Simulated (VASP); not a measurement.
# TaN3 (I4/mmm) in VASP: single point with r2SCAN

Aim: the single point of TaN3 with r2SCAN.

All numbers are computed with VASP 6.6.1; they aren't measurements. Logs are shortened: lines on timing, memory, paths and dates and some standing lists are left out, and cuts for length are marked.

## Step 1: The cell of the first run

It takes space group I4/mmm (No. 139, tetragonal). The conventional cell has a = 3.407 Å, b = 3.407 Å, c = 7.574 Å, α = 90.00°, β = 90.00°, γ = 90.00°. Ta (site symmetry 4/mmm) has 12 N at 2.41 to 2.55 Å within 3.2 Å. Within 3.2 Å of N (site symmetry 4/mmm) lie 4 Ta at 2.41 Å and 8 N at 2.55 Å. Within 3.2 Å of N (site symmetry -4m2) lie 8 N at 2.41 to 2.55 Å and 4 Ta at 2.55 Å.

## Step 2: Single point, r2SCAN

File POSCAR:

```
TaN3
1.0
    0.0000000000      3.4067730000      0.0000000000
    3.4067730000      0.0000000000      0.0000000000
    1.7033870000      1.7033870000     -3.7871660000
Ta N
1 3
Direct
    0.5000000000      0.5000000000      0.0000000000
    0.0000000000      0.0000000000      0.0000000000
    0.7500000000      0.2500000000      0.5000000000
    0.2500000000      0.7500000000      0.5000000000
```

File INCAR.step1:

```
SYSTEM = TaN3
PREC     = Accurate       ! precision mode
ENCUT    = 520            ! plane-wave cutoff, eV
ISMEAR   = -1             ! smearing method
SIGMA    = 0.0326         ! smearing width, eV
LREAL    = .FALSE.        ! projectors in reciprocal space
LASPH    = .TRUE.         ! aspherical terms in the spheres
NELM     = 100            ! most SCF steps
NBANDS   = 21             ! bands
GGA      = PE             ! functional
ALGO     = Normal         ! electronic algorithm
EDIFF    = 1E-4           ! SCF threshold, eV
LWAVE    = .TRUE.         ! write WAVECAR
LCHARG   = .FALSE.        ! write CHGCAR
```

File INCAR.step2:

```
SYSTEM = TaN3
PREC     = Accurate       ! precision mode
ENCUT    = 520            ! plane-wave cutoff, eV
EDIFF    = 1E-6           ! SCF threshold, eV
ISMEAR   = -1             ! smearing method
SIGMA    = 0.0326         ! smearing width, eV
LREAL    = .FALSE.        ! projectors in reciprocal space
LASPH    = .TRUE.         ! aspherical terms in the spheres
NELM     = 100            ! most SCF steps
ALGO     = Normal         ! electronic algorithm
ISIF     = 2              ! what is computed and relaxed
LWAVE    = .FALSE.        ! write WAVECAR
LCHARG   = .FALSE.        ! write CHGCAR
METAGGA  = R2SCAN         ! meta-GGA
LMIXTAU  = .TRUE.       
NBANDS   = 21             ! bands
ISTART   = 1
```

File KPOINTS:

```
Automatic mesh
0
G
  11 11 11
  0 0 0
```

Potentials or basis: VASP PAW PBE potentials, release 64 (Ta_pv, N).

Command:

```console
$ cat potpaw_PBE.64/Ta_pv/POTCAR potpaw_PBE.64/N/POTCAR > POTCAR
$ cp INCAR.step1 INCAR
$ mpirun -np 1 vasp_std > vasp.out
$ cp INCAR.step2 INCAR
$ mpirun -np 1 vasp_std > vasp.out
```

OUTCAR:

```text
SYSTEM = TaN3
   PREC = Accurate
   ENCUT = 520
   EDIFF = 1E-6
   ISMEAR = -1
   LREAL = .FALSE.
   LASPH = .TRUE.
   NELM = 100
   ISIF = 2
   METAGGA = R2SCAN
   ISTART = 1

 ion  position               nearest neighbor table
   1  0.500  0.500  0.000-   2 2.41   2 2.41   2 2.41   2 2.41   4 2.55   4 2.55   3 2.55   3 2.55
                             4 2.55   3 2.55   4 2.55   3 2.55
   2  0.000  0.000  0.000-   1 2.41   1 2.41   1 2.41   1 2.41
   3  0.750  0.250  0.500-   1 2.55   1 2.55   1 2.55   1 2.55
   4  0.250  0.750  0.500-   1 2.55   1 2.55   1 2.55   1 2.55

  LATTYP: Found a body centered tetragonal cell.
 ALAT       =     3.4067730000
 C/A-ratio  =     2.2233157302

  Lattice vectors:

 A1 = (  -1.7033870000,   1.7033860000,   3.7871660000)
 A2 = (   1.7033860000,  -1.7033870000,   3.7871660000)
 A3 = (   1.7033870000,   1.7033870000,  -3.7871660000)

Analysis of symmetry for initial positions (statically):
=====================================================================
 Subroutine PRICEL returns:
 Original cell was already a primitive cell.

 Routine SETGRP: Setting up the symmetry group for a
 body centered tetragonal supercell.

 Subroutine GETGRP returns: Found 16 space group operations
 (whereof 16 operations were pure point group operations)
 out of a pool of 16 trial point group operations.

The static configuration has the point symmetry D_4h.

Analysis of symmetry for dynamics (positions and initial velocities):
=====================================================================
 Subroutine PRICEL returns:
 Original cell was already a primitive cell.

 Routine SETGRP: Setting up the symmetry group for a
 body centered tetragonal supercell.

 Subroutine GETGRP returns: Found 16 space group operations
 (whereof 16 operations were pure point group operations)
 out of a pool of 16 trial point group operations.

The dynamic configuration has the point symmetry D_4h.

 Subroutine INISYM returns: Found 16 space group operations
 (whereof 16 operations are pure point group operations),
 and found     1 'primitive' translations

----------------------------------------------------------------------------------------

                                     Primitive cell

  volume of cell :      43.9542

  direct lattice vectors                    reciprocal lattice vectors
     0.000000000  3.406773000  0.000000000     0.000000000  0.293532912  0.132024883
[... 84 lines left out ...]
   ISPIN  =      1    spin polarized calculation?
   LNONCOLLINEAR =      F non collinear calculations
   LSORBIT =      F    spin-orbit coupling
   LASPH  =      T    aspherical Exc in radial PAW
   ENCUT  =  520.0 eV  38.22 Ry    6.18 a.u.   6.33  6.33  8.35*2*pi/ulx,y,z
   NELM   =    100;   NELMIN=  2; NELMDL=  0     # of ELM steps
   EDIFF  = 0.1E-05   stopping-criterion for ELM
   LREAL  =      F    real-space projection
   EDIFFG = 0.1E-04   stopping-criterion for IOM
   NSW    =      0    number of steps for IOM
   IBRION =     -1    ionic relax: 0-MD 1-quasi-New 2-CG
   NFREE  =      0    steps in history (QN), initial steepest desc. (CG)
   ISIF   =      2    stress and relaxation
   ISYM   =      2    0-nonsym 1-usesym 2-fastsym
   POTIM  = 0.5000    time-step for ionic-motion
   TEBEG  =    0.0;   TEEND  =   0.0 temperature during run
   PSTRESS=    0.0 pullay stress
   NELECT =      26.0000    total number of electrons
   NUPDOWN=      -1.0000    fix difference up-down
   EMIN   =  10.00;   EMAX   =-10.00  energy-range for DOS
   EFERMI =   0.00;   METHOD = LEGACY
   ISMEAR =    -1;   SIGMA  =   0.03  broadening in eV -4-tet -1-fermi 0-gaus
   EFERMI_NEDOS =   21; number of points for ismear=-14 and -15
   IALGO  =     38    algorithm
   IMIX   =      4    mixing-type and parameters
     AMIX     =   0.40;   BMIX     =  1.00
     AMIX_MAG =   1.60;   BMIX_MAG =  1.00
  volume/ion in A,a.u.               =      10.99        74.15
  Fermi-wavevector in a.u.,A,eV,Ry     =   1.374250  2.596956 25.695455  1.888563
  Thomas-Fermi vector in A             =   2.499693
   LORBIT       =      0    0 simple, 1 ext, 2 COOP (PROOUT), +10 PAW based schemes
   METAGGA = R2SCAN    functional components
   LHFCALC =     F    Hartree Fock is set to
   AEXX    =    0.0000 exact exchange contribution
   IVDW    =     0    specifies the selected vdW correction
   LEPSILON=     F    determine dielectric tensor
   LRPA    =     F    only Hartree local field effects (RPA)
 non-spin polarized calculation
  energy-cutoff  :      520.00
  volume of cell :       43.95
 maximum number of plane-waves:      1203
 NGX is ok and might be reduce to    28
   NGX = 13   NGY = 13   NGZ = 17

 number of electron      26.0000001 magnetization

 Free energy of the ion-electron system (eV)
  ---------------------------------------------------
  ext. energy  EPLUGINS =         0.00000000
  ---------------------------------------------------
  free energy    TOTEN  =       -70.06117339 eV

  energy without entropy =      -70.05364562  energy(sigma->0) =      -70.05740951

 E-fermi :   4.8021     XC(G=0): -12.8431

 val. band max:        4.7980918644   @ k =   0.3636   0.0000   0.0909
 cond. band min:       4.8066436133   @ k =   0.4545   0.1818   0.0909
 fundamental gap:      0.0085517489
 Fermi energy:         4.8020803705

 k-point     1 :       0.0000    0.0000    0.0000
  band No.  band energies     occupation
      1     -32.6071      2.00000
      2     -32.6071      2.00000
      3     -32.5394      2.00000
      4     -12.8100      2.00000
      5      -8.5737      2.00000
      6      -7.1511      2.00000
[... 565 lines left out ...]
     20       8.9906      0.00000
     21      12.4820      0.00000

 [... further k-points ...]
[... 5 lines left out ...]
  --------------------------------------------------------------------------------------
  -------------------------------------------------------------------------------------
  Total      -14.4736037    -14.4736037    -10.0964856     -0.0000000      0.0000013      0.0000013
  in kB     -527.5778146   -527.5778146   -368.0273351     -0.0000000      0.0000486      0.0000486
  external PRESSURE =    -474.3943214 kB  Pullay stress =       0.0000000 kB

 VOLUME and BASIS-vectors are now :
 -----------------------------------------------------------------------------
  energy-cutoff  :      520.00
  volume of cell :       43.95
      direct lattice vectors                 reciprocal lattice vectors
     0.000000000  3.406773000  0.000000000     0.000000000  0.293532912  0.132024883
     3.406773000  0.000000000  0.000000000     0.293532912  0.000000000  0.132024883
     1.703387000  1.703387000 -3.787166000     0.000000000  0.000000000 -0.264049688

 POSITION                                       TOTAL-FORCE (eV/Angst)
 -----------------------------------------------------------------------------------
      1.70339      1.70339      0.00000         0.000000     -0.000000      0.000000
      0.00000      0.00000      0.00000         0.000000     -0.000000      0.000000
      1.70339      3.40677     -1.89358         0.000000      0.000000      0.000000
      3.40677      1.70339     -1.89358        -0.000000      0.000000      0.000000
 -----------------------------------------------------------------------------------
    total drift:                                0.000000      0.000000      0.000000

  FREE ENERGIE OF THE ION-ELECTRON SYSTEM (eV)
  ---------------------------------------------------
  free  energy   TOTEN  =       -70.0611733892 eV

  energy  without entropy=      -70.0536456220  energy(sigma->0) =      -70.05740951
```

OUTCAR.step1:

```text
SYSTEM = TaN3
   PREC = Accurate
   ENCUT = 520
   ISMEAR = -1
   LREAL = .FALSE.
   LASPH = .TRUE.
   NELM = 100
[... 805 lines left out ...]
      0.00000      0.00000      0.00000        -0.000000     -0.000000      0.000000
      1.70339      3.40677     -1.89358         0.000000     -0.000000      0.000000
      3.40677      1.70339     -1.89358        -0.000000      0.000000      0.000000
 -----------------------------------------------------------------------------------
    total drift:                                0.000000      0.000000      0.000000

  FREE ENERGIE OF THE ION-ELECTRON SYSTEM (eV)
  ---------------------------------------------------
  free  energy   TOTEN  =       -31.0691877407 eV

  energy  without entropy=      -31.0613771506  energy(sigma->0) =      -31.06528245
```

OSZICAR.step1:

```text
N       E                     dE             d eps       ncg     rms          rms(c)
DAV:   1     0.155803208204E+03    0.15580E+03   -0.14142E+04  5292   0.123E+03
DAV:   2    -0.279392864568E+02   -0.18374E+03   -0.17694E+03  6570   0.325E+02
DAV:   3    -0.363828258129E+02   -0.84435E+01   -0.82591E+01  6108   0.645E+01
DAV:   4    -0.364802079969E+02   -0.97382E-01   -0.97035E-01  5586   0.724E+00
DAV:   5    -0.364810822474E+02   -0.87425E-03   -0.87416E-03  5874   0.637E-01    0.162E+01
DAV:   6    -0.318154946882E+02    0.46656E+01   -0.17337E+01  5338   0.271E+01    0.734E+00
DAV:   7    -0.313294935438E+02    0.48600E+00   -0.49021E+00  5612   0.107E+01    0.505E+00
DAV:   8    -0.311068359809E+02    0.22266E+00   -0.87568E-01  6140   0.486E+00    0.281E+00
DAV:   9    -0.310980769277E+02    0.87591E-02   -0.30788E-01  5302   0.407E+00    0.131E+00
DAV:  10    -0.310698522302E+02    0.28225E-01   -0.49205E-02  5347   0.163E+00    0.268E-01
DAV:  11    -0.310694186358E+02    0.43359E-03   -0.52252E-03  6127   0.499E-01    0.148E-01
DAV:  12    -0.310691863584E+02    0.23228E-03   -0.81051E-04  5747   0.182E-01    0.208E-02
DAV:  13    -0.310691877407E+02   -0.13823E-05   -0.41968E-05  2651   0.507E-02
   1 F= -.31069188E+02 E0= -.31065282E+02  d E =-.781059E-02
```

Run time: 5.6 min. Hardware: 1 thread of Intel Xeon Platinum 8488C (Sapphire Rapids), shared host; peak memory 0.25 GiB.

Results:

```yaml
Free_energy: -70.0612 eV
Pressure: -47.4 GPa
Band_gap_on_the_k_mesh: zero (band 13 reaches 5.96 eV, above the bottom of band 14 at 3.54 eV)
```

Caveat: the PAW data sets were made with another functional, which shifts forces and pressure a little; spin-orbit coupling is left out, which moves the levels of the heavy elements.
